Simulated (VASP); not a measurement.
The system is Pd.

```xyz
1
Lattice="0.0000 1.9450 1.9450 1.9450 0.0000 1.9450 1.9450 1.9450 0.0000" Properties=species:S:1:pos:R:3 pbc="T T T"
Pd    0.0000    0.0000    0.0000
```

| Property | Result |
| --- | --- |
| Program | VASP 6.6.1 |
| Task | relaxation of cell and atoms |
| Functional | PBE |
| Potentials or basis | VASP PAW PBE potentials, release 64 (Pd) |
| Cutoff | 600 eV |
| k mesh | 24 × 24 × 24 |
| Occupations | methfessel-paxton, width 0.1 eV |
| Spin | no spin polarisation |

At the start: pressure 7.1 GPa; volume 14.72 Å³/atom.

Where does the relaxation end?

Over 5 steps the energy falls by 12.1 meV/atom and the volume is 15.28 Å³/atom (+3.8 %); space group Fm-3m (No. 225, to 0.1 Å) before and after.

Step by step:
```csv
step,energy change (eV),largest force (eV/Å),pressure (GPa),volume (Å³)
1,0.0000,0.0000,7.12,14.72
2,0.0111,0.0000,-8.05,16.15
3,-0.0121,0.0000,-0.07,15.29
4,-0.0121,0.0000,0.06,15.28
5,-0.0121,0.0000,0.04,15.28
```

Final structure:
```
CELL_PARAMETERS angstrom
0.00000 1.96953 1.96953
1.96953 0.00000 1.96953
1.96953 1.96953 0.00000
ATOMIC_POSITIONS crystal
Pd 0.00000 0.00000 0.00000
```
